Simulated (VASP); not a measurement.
# ZnO (P6_3mc) in VASP: a series of runs

ZnO is run at these levels: PBE; tasks: single point.

Program: VASP 6.6.1. These are calculated values, not measurements. Logs are shortened: lines on timing, memory, paths and dates and some standing lists are left out, and cuts for length are marked.

**Experimental background.**

“Electronic structure of alkaline earth and post-transition metal oxides”, 2009, arxiv:0908.1581 quotes, for a bulk crystal of ZnO: band gap 3.37 eV.

The results are compared with them further down.

## (1) The cell of the first run

The structure is hexagonal, space group P6_3mc (No. 186). The conventional cell has a = 3.292 Å, b = 3.292 Å, c = 5.274 Å, α = 90.00°, β = 90.00°, γ = 120.00°. Within 2.6 Å of Zn (site symmetry 3m) lie 4 O at 2.00 Å. Within 2.6 Å of O (site symmetry 3m) lie 4 Zn at 2.00 Å.

## (2) Single point, PBE

The input, INCAR:

```
SYSTEM = ZnO
ALGO = Normal ; EDIFF = 1E-6
ENCUT = 520 ; GGA = PE
ISIF = 2 ; ISMEAR = 0
LASPH = .TRUE. ; LCHARG = .FALSE.
LREAL = .FALSE. ; LWAVE = .FALSE.
NBANDS = 26 ; NELM = 80
PREC = Accurate ; SIGMA = 0.01
```

The input, KPOINTS:

```
k-points
0
G
  12 12 4
  0 0 0
```

The input, POSCAR:

```
ZnO
1.0
    3.2920689824      0.0000000000      0.0000000000
   -1.6460294254      2.8510102992      0.0000000000
    0.0000000000      0.0000000000      5.2742140401
Zn O
2 2
Direct
    0.3333333333      0.6666666667      0.5000000000
    0.6666666667      0.3333333333      0.0000000000
    0.6666666667      0.3333333333      0.3790100000
    0.3333333333      0.6666666667      0.8790100000
```

Potentials or basis: VASP PAW PBE potentials, release 64 (Zn, O).

Command:

```sh
$ cat potpaw_PBE.64/Zn/POTCAR potpaw_PBE.64/O/POTCAR > POTCAR
$ mpirun -np 1 vasp_std > vasp.out
```

OUTCAR:

```text
SYSTEM = ZnO
   EDIFF = 1E-6
   ENCUT = 520
   GGA = PE
   ISIF = 2
   ISMEAR = 0
   LASPH = .TRUE.
   LREAL = .FALSE.
   NELM = 80
   PREC = Accurate

 ion  position               nearest neighbor table
   1  0.333  0.667  0.500-   4 2.00   3 2.00   3 2.00   3 2.00
   2  0.667  0.333  0.000-   3 2.00   4 2.00   4 2.00   4 2.00
   3  0.667  0.333  0.379-   2 2.00   1 2.00   1 2.00   1 2.00
   4  0.333  0.667  0.879-   1 2.00   2 2.00   2 2.00   2 2.00

  LATTYP: Found a hexagonal cell.
 ALAT       =     3.2920689824
 C/A-ratio  =     1.6020970606

  Lattice vectors:

 A1 = (   3.2920689824,   0.0000000000,   0.0000000000)
 A2 = (  -1.6460294254,   2.8510102992,   0.0000000000)
 A3 = (   0.0000000000,   0.0000000000,   5.2742140401)

Analysis of symmetry for initial positions (statically):
=====================================================================
 Subroutine PRICEL returns:
 Original cell was already a primitive cell.

 Routine SETGRP: Setting up the symmetry group for a
 hexagonal supercell.

 Subroutine GETGRP returns: Found 12 space group operations
 (whereof  6 operations were pure point group operations)
 out of a pool of 24 trial point group operations.

The static configuration has the point symmetry C_3v.
 The point group associated with its full space group is C_6v.

Analysis of symmetry for dynamics (positions and initial velocities):
=====================================================================
 Subroutine PRICEL returns:
 Original cell was already a primitive cell.

 Routine SETGRP: Setting up the symmetry group for a
 hexagonal supercell.

 Subroutine GETGRP returns: Found 12 space group operations
 (whereof  6 operations were pure point group operations)
 out of a pool of 24 trial point group operations.

The dynamic configuration has the point symmetry C_3v.
 The point group associated with its full space group is C_6v.

 Subroutine INISYM returns: Found 12 space group operations
 (whereof  6 operations are pure point group operations),
 and found     1 'primitive' translations

----------------------------------------------------------------------------------------

                                     Primitive cell

  volume of cell :      49.5023

  direct lattice vectors                    reciprocal lattice vectors
     3.292068982  0.000000000  0.000000000     0.303760342  0.175375887  0.000000000
    -1.646029425  2.851010299  0.000000000     0.000000000  0.350752854  0.000000000
     0.000000000  0.000000000  5.274214040     0.000000000  0.000000000  0.189601710

  length of vectors
     3.292068982  3.292062058  5.274214040     0.350752117  0.350752854  0.189601710

  position of ions in fractional coordinates (direct lattice)
     0.333333333  0.666666667  0.500000000
     0.666666667  0.333333333  0.000000000
     0.666666667  0.333333333  0.379010000
     0.333333333  0.666666667  0.879010000

  ion indices of the primitive-cell ions
   primitive index   ion index
                 1           1
                 2           2
                 3           3
                 4           4

----------------------------------------------------------------------------------------

 KPOINTS: k-points

Automatic generation of k-mesh.
 Grid dimensions read from file:
 generate k-points for:   12   12    4

 Generating k-lattice:

  Cartesian coordinates                     Fractional coordinates (reciprocal lattice)
     0.025313362  0.014614657  0.000000000     0.083333333  0.000000000  0.000000000
     0.000000000  0.029229405  0.000000000     0.000000000  0.083333333  0.000000000
     0.000000000  0.000000000  0.047400427     0.000000000  0.000000000  0.250000000

  Length of vectors
     0.029229343  0.029229405  0.047400427

  Shift w.r.t. Gamma in fractional coordinates (k-lattice)
     0.000000000  0.000000000  0.000000000

 Subroutine IBZKPT returns following result:
 ===========================================

 Found     57 irreducible k-points:

 Following reciprocal coordinates:
            Coordinates               Weight
  0.000000  0.000000  0.000000      1.000000
  0.083333  0.000000  0.000000      6.000000
  0.166667  0.000000  0.000000      6.000000
  0.250000  0.000000  0.000000      6.000000
  0.333333  0.000000  0.000000      6.000000
  0.416667  0.000000  0.000000      6.000000
[... 16 lines left out ...]
  0.250000  0.000000  0.250000     12.000000
  0.333333  0.000000  0.250000     12.000000
 [... further k-points ...]
   k-points           NKPTS =     57   k-points in BZ     NKDIM =     57   number of bands    NBANDS=     26
   number of dos      NEDOS =    301   number of ions     NIONS =      4
   total plane-waves  NPLWV =  23040
   dimension x,y,z NGX =    24 NGY =   24 NGZ =   40
   dimension x,y,z NGXF=    48 NGYF=   48 NGZF=   80
   ions per type =               2   2
   NGX,Y,Z   is equivalent  to a cutoff of  12.12, 12.12, 12.61 a.u.
   NGXF,Y,Z  is equivalent  to a cutoff of  24.24, 24.24, 25.22 a.u.
 SYSTEM =  ZnO
   PREC   = accura    normal or accurate (medium, high low for compatibility)
   ISTART =      0    job   : 0-new  1-cont  2-samecut
   ICHARG =      2    charge: 1-file 2-atom 10-const
   ISPIN  =      1    spin polarized calculation?
   LNONCOLLINEAR =      F non collinear calculations
   LSORBIT =      F    spin-orbit coupling
   LASPH  =      T    aspherical Exc in radial PAW
   ENCUT  =  520.0 eV  38.22 Ry    6.18 a.u.   6.12  6.12  9.81*2*pi/ulx,y,z
   NELM   =     80;   NELMIN=  2; NELMDL= -5     # of ELM steps
   EDIFF  = 0.1E-05   stopping-criterion for ELM
   LREAL  =      F    real-space projection
[... 7 lines left out ...]
   TEBEG  =    0.0;   TEEND  =   0.0 temperature during run
   PSTRESS=    0.0 pullay stress
   NELECT =      36.0000    total number of electrons
   NUPDOWN=      -1.0000    fix difference up-down
   EMIN   =  10.00;   EMAX   =-10.00  energy-range for DOS
   EFERMI =   0.00;   METHOD = LEGACY
   ISMEAR =     0;   SIGMA  =   0.01  broadening in eV -4-tet -1-fermi 0-gaus
   EFERMI_NEDOS =   21; number of points for ismear=-14 and -15
   IALGO  =     38    algorithm
   IMIX   =      4    mixing-type and parameters
     AMIX     =   0.40;   BMIX     =  1.00
     AMIX_MAG =   1.60;   BMIX_MAG =  1.00
  volume/ion in A,a.u.               =      12.38        83.51
  Fermi-wavevector in a.u.,A,eV,Ry     =   1.472201  2.782057 29.488947  2.167376
  Thomas-Fermi vector in A             =   2.587245
   LORBIT       =      0    0 simple, 1 ext, 2 COOP (PROOUT), +10 PAW based schemes
   GGA     = PE    functional components
   LHFCALC =     F    Hartree Fock is set to
   AEXX    =    0.0000 exact exchange contribution
   IVDW    =     0    specifies the selected vdW correction
   LEPSILON=     F    determine dielectric tensor
   LRPA    =     F    only Hartree local field effects (RPA)
 non-spin polarized calculation
 Gauss-broadening in eV      SIGMA  =   0.01
  energy-cutoff  :      520.00
  volume of cell :       49.50
 maximum number of plane-waves:      1362
   NGX = 13   NGY = 13   NGZ = 19

 number of electron      36.0000022 magnetization

 Free energy of the ion-electron system (eV)
  ---------------------------------------------------
  ext. energy  EPLUGINS =         0.00000000
  ---------------------------------------------------
  free energy    TOTEN  =       -17.86050450 eV

  energy without entropy =      -17.86050450  energy(sigma->0) =      -17.86050450

 E-fermi :   0.9903     XC(G=0): -10.7038

 val. band max:        0.8530470726   @ k =   0.0000   0.0000   0.0000
 cond. band min:       1.5844468678   @ k =   0.0000   0.0000   0.0000
 fundamental gap:      0.7313997952
 Fermi energy:         0.9903432750

 k-point     1 :       0.0000    0.0000    0.0000
  band No.  band energies     occupation
      1     -16.9269      2.00000
      2     -16.2543      2.00000
      3      -4.6546      2.00000
      4      -4.6546      2.00000
      5      -4.6199      2.00000
      6      -4.4771      2.00000
[... 18 lines left out ...]
     25      14.7142      0.00000
     26      14.7217      0.00000

 k-point     2 :       0.0833    0.0000    0.0000
  band No.  band energies     occupation
      1     -16.8917      2.00000
      2     -16.2391      2.00000
      3      -4.6947      2.00000
      4      -4.6338      2.00000
      5      -4.5949      2.00000
      6      -4.4784      2.00000
[... 18 lines left out ...]
     25      14.7993      0.00000
     26      14.8227      0.00000

 k-point     3 :       0.1667    0.0000    0.0000
  band No.  band energies     occupation
      1     -16.7924      2.00000
      2     -16.1983      2.00000
      3      -4.7835      2.00000
      4      -4.5795      2.00000
      5      -4.5565      2.00000
      6      -4.4716      2.00000
[... 18 lines left out ...]
     25      14.7317      0.00000
     26      14.8888      0.00000

 k-point     4 :       0.2500    0.0000    0.0000
  band No.  band energies     occupation
      1     -16.6486      2.00000
      2     -16.1472      2.00000
      3      -4.8719      2.00000
      4      -4.5603      2.00000
      5      -4.5132      2.00000
      6      -4.3918      2.00000
[... 18 lines left out ...]
     25      13.9485      0.00000
     26      14.7618      0.00000
[... 496 lines left out ...]
      1     -16.7076      2.00000
      2     -16.2873      2.00000
      3      -4.8451      2.00000
      4      -4.7199      2.00000
      5      -4.5581      2.00000
      6      -4.5334      2.00000
[... 18 lines left out ...]
     25      13.7610      0.00000
     26      14.5031      0.00000

 k-point    23 :       0.2500    0.0000    0.2500
  band No.  band energies     occupation
      1     -16.5754      2.00000
      2     -16.2205      2.00000
      3      -4.9296      2.00000
      4      -4.7393      2.00000
      5      -4.4824      2.00000
      6      -4.4320      2.00000
[... 18 lines left out ...]
     25      13.9616      0.00000
     26      14.5077      0.00000

 k-point    24 :       0.3333    0.0000    0.2500
  band No.  band energies     occupation
      1     -16.4325      2.00000
      2     -16.1599      2.00000
      3      -4.9700      2.00000
      4      -4.7639      2.00000
      5      -4.4160      2.00000
      6      -4.3072      2.00000
[... 18 lines left out ...]
     25      14.0544      0.00000
     26      14.5000      0.00000

 [... further k-points ...]
[... 5 lines left out ...]
  --------------------------------------------------------------------------------------
  -------------------------------------------------------------------------------------
  Total       -0.0484188     -0.0484186      0.4403334     -0.0000001     -0.0000000     -0.0000000
  in kB       -1.5671085     -1.5671029     14.2517022     -0.0000028     -0.0000000     -0.0000000
  external PRESSURE =       3.7058303 kB  Pullay stress =       0.0000000 kB

 VOLUME and BASIS-vectors are now :
 -----------------------------------------------------------------------------
  energy-cutoff  :      520.00
  volume of cell :       49.50
      direct lattice vectors                 reciprocal lattice vectors
     3.292068982  0.000000000  0.000000000     0.303760342  0.175375887  0.000000000
    -1.646029425  2.851010299  0.000000000     0.000000000  0.350752854  0.000000000
     0.000000000  0.000000000  5.274214040     0.000000000  0.000000000  0.189601710

 POSITION                                       TOTAL-FORCE (eV/Angst)
 -----------------------------------------------------------------------------------
      0.00000      1.90067      2.63711        -0.000000      0.000000     -0.060537
      1.64604      0.95034      0.00000         0.000000     -0.000000     -0.060537
      1.64604      0.95034      1.99898         0.000000      0.000000      0.060537
      0.00000      1.90067      4.63609        -0.000000     -0.000000      0.060537
 -----------------------------------------------------------------------------------
    total drift:                               -0.000001     -0.000001     -0.000952

  FREE ENERGIE OF THE ION-ELECTRON SYSTEM (eV)
  ---------------------------------------------------
  free  energy   TOTEN  =       -17.8605044982 eV

  energy  without entropy=      -17.8605044982  energy(sigma->0) =      -17.86050450
```

Run time: 30 s. Hardware: 1 thread of Intel Xeon 6975P-C (Granite Rapids), shared host; peak memory 0.19 GiB.

What came out:

```yaml
Free_energy: -17.8605 eV
Pressure: 0.4 GPa
Largest_force: 0.061 eV/Å
Band_gap_on_the_k_mesh: 0.73 eV
```

Forces in eV/Å, atoms in the order of the input:
```
Zn   0.000  0.000 -0.061
Zn   0.000  0.000 -0.061
O    0.000  0.000  0.061
O    0.000  0.000  0.061
```

Caveat: semilocal functionals underestimate gaps, and a narrow one can read as zero.

## (3) Single point, PBE

This run uses another cell than the first one, of 12.73 Å³/atom.

The input, INCAR:

```
PREC     = Accurate       # precision mode
ENCUT    = 520            # plane-wave cutoff, eV
EDIFF    = 1E-7           # SCF threshold, eV
ISMEAR   = 0              # smearing method
SIGMA    = 0.01           # smearing width, eV
LREAL    = F              # projectors in reciprocal space
LASPH    = T              # aspherical terms in the spheres
NELM     = 100            # most SCF steps
ALGO     = Normal         # electronic algorithm
ISIF     = 2              # what is computed and relaxed
LWAVE    = F              # write WAVECAR
LCHARG   = T              # write CHGCAR
GGA      = PE             # functional
LELF     = T              # ELF
LVHAR    = T            
NBANDS   = 26             # bands
```

The input, KPOINTS:

```
regular mesh
0
Gamma
  12 12 4
```

The input, POSCAR:

```
ZnO
1.0
    3.3234239075      0.0000000000      0.0000000000
   -1.6617068397      2.8781644125      0.0000000000
    0.0000000000      0.0000000000      5.3244476733
Zn O
2 2
Direct
    0.3333333333      0.6666666667      0.5000000000
    0.6666666667      0.3333333333      0.0000000000
    0.6666666667      0.3333333333      0.3790100000
    0.3333333333      0.6666666667      0.8790100000
```

Potentials or basis: VASP PAW PBE potentials, release 64 (Zn, O).

Command:

```sh
$ cat potpaw_PBE.64/Zn/POTCAR potpaw_PBE.64/O/POTCAR > POTCAR
$ mpirun -np 1 vasp_std > vasp.out
```

Run time: 53 s. Hardware: 1 thread of Intel Xeon 6975P-C (Granite Rapids), shared host; peak memory 0.2 GiB.

The run converged. Its results:

- Free energy: -17.8491 eV
- Pressure: -3.1 GPa
- Largest force: 0.051 eV/Å
- Band gap on the k mesh: 0.69 eV

Forces in eV/Å, atoms in the order of the input:
```
Zn   0.000  0.000 -0.051
Zn   0.000  0.000 -0.051
O    0.000  0.000  0.051
O    0.000  0.000  0.051
```

Stress tensor (GPa, compression positive):
```
-3.61  0.00  0.00
 0.00 -3.61  0.00
 0.00  0.00 -2.17
```

Levels at points of the mesh, in eV from the valence-band top:
| k point | band 15 | band 16 | band 17 | band 18 | band 19 | band 20 | band 21 | band 22 |
| --- | --- | --- | --- | --- | --- | --- | --- | --- |
| (0.00, 0.00, 0.00) | -0.73 | -0.05 | 0.00 | 0.00 | 0.69 | 4.96 | 8.03 | 12.50 |
| (0.50, 0.00, 0.00) | -2.62 | -2.06 | -1.17 | -0.74 | 5.48 | 6.77 | 7.53 | 8.01 |
| (0.00, 0.00, 0.50) | -0.36 | -0.36 | -0.36 | -0.36 | 3.30 | 3.30 | 9.84 | 9.84 |
| (0.50, 0.00, 0.50) | -1.36 | -1.36 | -1.23 | -1.23 | 5.59 | 5.59 | 8.04 | 8.04 |

Caveat: the cell stands under tension; semilocal functionals underestimate gaps, and a narrow one can read as zero.

## (4) How close it comes

Step 2. A measured gap of ZnO is 3.37 eV (quoted in “Electronic structure of alkaline earth and post-transition metal oxides”, 2009, arxiv:0908.1581); the calculated 0.73 eV misses it by -2.64 eV. So large a miss can be the level of theory's own, or it may mean another phase, state or a wrong row. The value is that of PBE, without temperature or zero-point motion. Semilocal functionals fall short of measured gaps as a rule.
